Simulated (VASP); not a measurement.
A run of VASP 6.6.1:

INCAR

```
SYSTEM = MgCd3Se2
  ALGO = Normal
  EDIFF = 1E-7
  ENCUT = 520
  GGA = PE
  ISIF = 2
  ISMEAR = 0
  LASPH = .True.
  LCHARG = .False.
  LREAL = .False.
  LWAVE = .False.
  NBANDS = 34
  NELM = 100
  PREC = Accurate
  SIGMA = 0.1
```

KPOINTS

```
k-points
0
Gamma
  6 6 2
  0 0 0
```

The input POSCAR:

```
MgCd3Se2
1.0
    4.7276446431     -0.0000000031      0.0000000000
   -2.3638223188      4.0942603626      0.0000000000
    0.0000000000      0.0000000000      7.9677759888
Mg Cd Se
1 3 2
Direct
    0.6666666667      0.3333333333      0.5000000000
    0.6666666667      0.3333333333      0.0000000000
    0.0000000000      0.0000000000      0.5000000000
    0.0000000000      0.0000000000      0.0000000000
    0.3333333333      0.6666666667      0.7117230871
    0.3333333333      0.6666666667      0.2882769129
```

Potentials or basis: VASP PAW PBE potentials, release 64 (Mg, Cd, Se).

The run is started by

```sh
$ cat potpaw_PBE.64/Mg/POTCAR potpaw_PBE.64/Cd/POTCAR potpaw_PBE.64/Se/POTCAR > POTCAR
$ mpirun -np 1 vasp_std > vasp.out
```

Hardware: 1 thread of Intel(R) Xeon(R) Platinum 8259CL CPU @ 2.50GHz (Skylake/Cascade Lake) (shared host).

Question: Estimate the wall time of this run.

Answer: Wall time 88 s on 1 thread of Intel(R) Xeon(R) Platinum 8259CL CPU @ 2.50GHz (Skylake/Cascade Lake), with other jobs on the host, peak memory 0.29 GiB. Counts: scf iterations 14, k points 14.
